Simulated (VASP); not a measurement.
# SiC (Pm-3m) in VASP: single point with HSE06

Aim: the single point of SiC with HSE06.

All numbers are computed with VASP 6.6.1; they aren't measurements. Logs are shortened: lines on timing, memory, paths and dates and some standing lists are left out, and cuts for length are marked.

## Step 1: The cell of the first run

It takes space group Pm-3m (No. 221, cubic). The conventional cell has a = 2.620 Å, b = 2.620 Å, c = 2.620 Å, α = 90.00°, β = 90.00°, γ = 90.00°. Within 3.0 Å of Si (site symmetry m-3m) lie 8 C at 2.27 Å and 6 Si at 2.62 Å. Within 3.0 Å of C (site symmetry m-3m) lie 8 Si at 2.27 Å and 6 C at 2.62 Å.

## Step 2: Single point, HSE06

Input file POSCAR:

```
SiC
1.0
    2.6201228479      0.0000000000      0.0000000000
    0.0000000000      2.6201228479      0.0000000000
    0.0000000000      0.0000000000      2.6201228479
Si C
1 1
Direct
    0.0000000000      0.0000000000      0.0000000000
    0.5000000000      0.5000000000      0.5000000000
```

Input file INCAR.step1:

```
PREC     = Accurate       # precision mode
ENCUT    = 520            # plane-wave cutoff, eV
EDIFF    = 1E-5           # SCF threshold, eV
ISMEAR   = -1             # smearing method
SIGMA    = 0.02           # smearing width, eV
LREAL    = False          # projectors in reciprocal space
LASPH    = True           # aspherical terms in the spheres
NELM     = 100            # most SCF steps
ALGO     = Normal         # electronic algorithm
ISIF     = 2              # what is computed and relaxed
LWAVE    = True           # write WAVECAR
LCHARG   = False          # write CHGCAR
NBANDS   = 11             # bands
GGA      = PE             # functional
```

Input file INCAR.step2:

```
PREC     = Accurate       # precision mode
ENCUT    = 520            # plane-wave cutoff, eV
EDIFF    = 1E-6           # SCF threshold, eV
ISMEAR   = -1             # smearing method
SIGMA    = 0.02           # smearing width, eV
LREAL    = False          # projectors in reciprocal space
LASPH    = True           # aspherical terms in the spheres
NELM     = 100            # most SCF steps
ALGO     = Normal         # electronic algorithm
ISIF     = 2              # what is computed and relaxed
LWAVE    = False          # write WAVECAR
LCHARG   = False          # write CHGCAR
GGA      = PE             # functional
LHFCALC  = True           # exact exchange
HFSCREEN = 0.2079         # screening, 1/A
PRECFOCK = Normal       
NBANDS   = 11             # bands
ISTART   = 1
```

Input file KPOINTS:

```
regular mesh
0
Gamma
  6 6 6
```

Potentials or basis: VASP PAW PBE potentials, release 64 (Si, C).

Started as:

```sh
$ cat potpaw_PBE.64/Si/POTCAR potpaw_PBE.64/C/POTCAR > POTCAR
$ cp INCAR.step1 INCAR
$ mpirun -np 1 vasp_std > vasp.out
$ cp INCAR.step2 INCAR
$ mpirun -np 1 vasp_std > vasp.out
```

OUTCAR:

```text
PREC = Accurate
   ENCUT = 520
   EDIFF = 1E-6
   ISMEAR = -1
   LREAL = False
   LASPH = True
   NELM = 100
   ISIF = 2
   GGA = PE
   LHFCALC = True
   HFSCREEN = 0.2079
   PRECFOCK = Normal
   ISTART = 1

 ion  position               nearest neighbor table
   1  0.000  0.000  0.000-   2 2.27   2 2.27   2 2.27   2 2.27   2 2.27   2 2.27   2 2.27   2 2.27

   2  0.500  0.500  0.500-   1 2.27   1 2.27   1 2.27   1 2.27   1 2.27   1 2.27   1 2.27   1 2.27

  LATTYP: Found a simple cubic cell.
 ALAT       =     2.6201228479

  Lattice vectors:

 A1 = (   2.6201228479,   0.0000000000,   0.0000000000)
 A2 = (   0.0000000000,   2.6201228479,   0.0000000000)
 A3 = (   0.0000000000,   0.0000000000,   2.6201228479)

Analysis of symmetry for initial positions (statically):
=====================================================================
 Subroutine PRICEL returns:
 Original cell was already a primitive cell.

 Routine SETGRP: Setting up the symmetry group for a
 simple cubic supercell.

 Subroutine GETGRP returns: Found 48 space group operations
 (whereof 48 operations were pure point group operations)
 out of a pool of 48 trial point group operations.

The static configuration has the point symmetry O_h .

Analysis of symmetry for dynamics (positions and initial velocities):
=====================================================================
 Subroutine PRICEL returns:
 Original cell was already a primitive cell.

 Routine SETGRP: Setting up the symmetry group for a
 simple cubic supercell.

 Subroutine GETGRP returns: Found 48 space group operations
 (whereof 48 operations were pure point group operations)
 out of a pool of 48 trial point group operations.

The dynamic configuration has the point symmetry O_h .

 Subroutine INISYM returns: Found 48 space group operations
 (whereof 48 operations are pure point group operations),
 and found     1 'primitive' translations

----------------------------------------------------------------------------------------

                                     Primitive cell

  volume of cell :      17.9873

  direct lattice vectors                    reciprocal lattice vectors
     2.620122848  0.000000000  0.000000000     0.381661494  0.000000000  0.000000000
     0.000000000  2.620122848  0.000000000     0.000000000  0.381661494  0.000000000
     0.000000000  0.000000000  2.620122848     0.000000000  0.000000000  0.381661494

  length of vectors
[... 92 lines left out ...]
   ISMEAR =    -1;   SIGMA  =   0.02  broadening in eV -4-tet -1-fermi 0-gaus
   EFERMI_NEDOS =   21; number of points for ismear=-14 and -15
   IALGO  =     38    algorithm
   IMIX   =      1    mixing-type and parameters
     AMIX     =   0.40;   BMIX     =  1.00
     AMIX_MAG =   1.60;   BMIX_MAG =  1.00
  volume/ion in A,a.u.               =       8.99        60.69
  Fermi-wavevector in a.u.,A,eV,Ry     =   1.249635  2.361468 21.246689  1.561588
  Thomas-Fermi vector in A             =   2.383666
   LORBIT       =      0    0 simple, 1 ext, 2 COOP (PROOUT), +10 PAW based schemes
   GGA     = PE    functional components
   LHFCALC =     T    Hartree Fock is set to
   PRECFOCK=normal    Normal, Fast or Accurate (Low or Medium for compatibility)
   ENCUT4O =  -1.0   cutoff for four orbital integrals eV
   NKREDX  =     1    reduce k-point grid by
   NKREDY  =     1    reduce k-point grid by
   NKREDZ  =     1    reduce k-point grid by
   AEXX    =    0.2500 exact exchange contribution
   HFSCREEN=    0.2079 screening length (either q_TF or 0.3 A-1)
   HFSCREENC=   0.2079 screening length for correlation (either q_TF or 0.3 A-1)
   ENCUTFOCK=  -1.0 apply spherical cutoff to Coloumb kernel
   IVDW    =     0    specifies the selected vdW correction
   LEPSILON=     F    determine dielectric tensor
   LRPA    =     F    only Hartree local field effects (RPA)
 non-spin polarized calculation
  energy-cutoff  :      520.00
  volume of cell :       17.99
 maximum number of plane-waves:       500
 NGX is ok and might be reduce to    20
  NGX = 16; NGY = 16; NGZ = 16

 number of electron       7.9999999 magnetization

 Free energy of the ion-electron system (eV)
  ---------------------------------------------------
  ext. energy  EPLUGINS =         0.00000000
  ---------------------------------------------------
  free energy    TOTEN  =       -12.70304189 eV

  energy without entropy =      -12.70176365  energy(sigma->0) =      -12.70240277

 E-fermi :  11.3690     XC(G=0): -10.2197

 val. band max:       11.3467871774   @ k =   0.3333   0.3333   0.0000
 cond. band min:      11.7008796420   @ k =   0.3333   0.0000   0.0000
 fundamental gap:      0.3540924645
 Fermi energy:        11.3689598156

 k-point     1 :       0.0000    0.0000    0.0000
  band No.  band energies     occupation
      1      -8.5392      2.00000
      2      10.0071      2.00000
      3      10.0071      2.00000
      4      10.0071      2.00000
      5      13.6434      0.00000
      6      16.9690      0.00000
      7      16.9690      0.00000
      8      26.0193      0.00000
      9      26.0193      0.00000
     10      26.0193      0.00000
     11      33.2756      0.00000
[... 253 lines left out ...]
 k-point    20 :       0.5000    0.5000    0.5000
  band No.  band energies     occupation
      1       3.1367      2.00000
      2       6.3364      2.00000
      3       6.3364      2.00000
      4       6.3364      2.00000
      5       9.7536      2.00000
      6       9.7536      2.00000
      7       9.7536      2.00000
      8      12.6972      0.00000
      9      33.1365      0.00000
     10      33.1365      0.00000
     11      33.1365      0.00000

------------------------ aborting loop because EDIFF is reached ----------------------------------------

  FORCE on cell =-STRESS in cart. coord.  units (eV):
  Direction    XX          YY          ZZ          XY          YZ          ZX
  --------------------------------------------------------------------------------------
  -------------------------------------------------------------------------------------
  Total       -0.1747807     -0.1747807     -0.1747807      0.0000000      0.0000000     -0.0000000
  in kB      -15.5682215    -15.5682215    -15.5682215      0.0000000      0.0000000     -0.0000000
  external PRESSURE =     -15.5682215 kB  Pullay stress =       0.0000000 kB

 VOLUME and BASIS-vectors are now :
 -----------------------------------------------------------------------------
  energy-cutoff  :      520.00
  volume of cell :       17.99
      direct lattice vectors                 reciprocal lattice vectors
     2.620122848  0.000000000  0.000000000     0.381661494  0.000000000  0.000000000
     0.000000000  2.620122848  0.000000000     0.000000000  0.381661494  0.000000000
     0.000000000  0.000000000  2.620122848     0.000000000  0.000000000  0.381661494

 POSITION                                       TOTAL-FORCE (eV/Angst)
 -----------------------------------------------------------------------------------
      0.00000      0.00000      0.00000         0.000000      0.000000      0.000000
      1.31006      1.31006      1.31006         0.000000      0.000000      0.000000
 -----------------------------------------------------------------------------------
    total drift:                               -0.000000     -0.000000     -0.000000

  FREE ENERGIE OF THE ION-ELECTRON SYSTEM (eV)
  ---------------------------------------------------
  free  energy   TOTEN  =       -12.7030418868 eV

  energy  without entropy=      -12.7017636456  energy(sigma->0) =      -12.70240277
```

OUTCAR.step1:

```text
PREC = Accurate
   ENCUT = 520
   EDIFF = 1E-5
   ISMEAR = -1
   LREAL = False
[... 496 lines left out ...]
      0.00000      0.00000      0.00000         0.000000      0.000000      0.000000
      1.31006      1.31006      1.31006         0.000000      0.000000      0.000000
 -----------------------------------------------------------------------------------
    total drift:                                0.000000      0.000000      0.000000

  FREE ENERGIE OF THE ION-ELECTRON SYSTEM (eV)
  ---------------------------------------------------
  free  energy   TOTEN  =       -10.9447006829 eV

  energy  without entropy=      -10.9428005124  energy(sigma->0) =      -10.94375060
```

OSZICAR.step1:

```text
N       E                     dE             d eps       ncg     rms          rms(c)
DAV:   1     0.522763084088E+01    0.52276E+01   -0.40926E+03   456   0.628E+02
DAV:   2    -0.108649291741E+02   -0.16093E+02   -0.15258E+02   572   0.100E+02
DAV:   3    -0.114272912134E+02   -0.56236E+00   -0.55677E+00   554   0.139E+01
DAV:   4    -0.114291491946E+02   -0.18580E-02   -0.18578E-02   486   0.804E-01
DAV:   5    -0.114291517499E+02   -0.25553E-05   -0.25547E-05   533   0.320E-02    0.536E+00
DAV:   6    -0.109565467455E+02    0.47261E+00   -0.22767E+00   449   0.640E+00    0.239E+00
DAV:   7    -0.109494101639E+02    0.71366E-02   -0.61799E-02   494   0.170E+00    0.123E+00
DAV:   8    -0.109450714275E+02    0.43387E-02   -0.95434E-03   467   0.636E-01    0.151E-01
DAV:   9    -0.109446937980E+02    0.37763E-03   -0.13952E-03   516   0.168E-01    0.558E-02
DAV:  10    -0.109447006829E+02   -0.68849E-05   -0.57865E-05   494   0.557E-02
   1 F= -.10944701E+02 E0= -.10943751E+02  d E =-.190017E-02
```

It took 5.2 min on 1 thread of AMD EPYC 7R13 (Zen 3), shared host; peak memory 0.19 GiB.

What came out:

```yaml
Free_energy: -12.7030 eV
Pressure: -1.6 GPa
Band_gap_on_the_k_mesh: zero (band 4 reaches 12.91 eV, above the bottom of band 5 at 8.57 eV)
```

Levels at points of the mesh, in eV from the Fermi level:
```
           k point  band 1  band 2  band 3  band 4  band 5  band 6  band 7  band 8
(0.00, 0.00, 0.00)  -19.91   -1.36   -1.36   -1.36    2.27    5.60    5.60   14.65
(0.50, 0.00, 0.00)  -15.42  -13.53    1.16    1.16    6.01    7.80    8.65    8.65
(0.50, 0.50, 0.00)  -11.51   -9.11   -9.11   -6.04    3.00   10.28   10.28   12.59
(0.50, 0.50, 0.50)   -8.23   -5.03   -5.03   -5.03   -1.62   -1.62   -1.62    1.33
```

Caveat: the k points lie up to 0.40 Å⁻¹ apart; the PAW data sets were made with another functional, which shifts forces and pressure a little.
